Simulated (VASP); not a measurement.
A run of VASP 6.6.1:

The input INCAR:

```
PREC = Accurate ; ENCUT = 520
EDIFF = 1E-6 ; ISMEAR = 0
SIGMA = 0.1 ; LREAL = F
LASPH = T ; NELM = 60
ALGO = Normal ; ISIF = 2
LWAVE = F ; LCHARG = F
GGA = PE ; NBANDS = 12
```

File KPOINTS:

```
Automatic mesh
0
Gamma
  6 6 6
```

File POSCAR:

```
LiCl
1.0
    0.0000000000      2.5421223400      2.5421223400
    2.5421223400      0.0000000000      2.5421223400
    2.5421223400      2.5421223400      0.0000000000
Li Cl
1 1
Direct
    0.0000000000      0.0000000000      0.0000000000
    0.5000000000      0.5000000000      0.5000000000
```

Potentials or basis: VASP PAW PBE potentials, release 64 (Li_sv, Cl).

Launch:

```bash
$ cat potpaw_PBE.64/Li_sv/POTCAR potpaw_PBE.64/Cl/POTCAR > POTCAR
$ mpirun -np 1 vasp_std > vasp.out
```

Hardware: 1 thread of Intel Xeon 8259CL, with other jobs on the host.

Task: How long does it take, and how much memory?

Result: Run time: 12 s on 1 thread of Intel Xeon 8259CL, on a shared host, peak memory 0.15 GiB. Counts: scf iterations 12, k points 16.
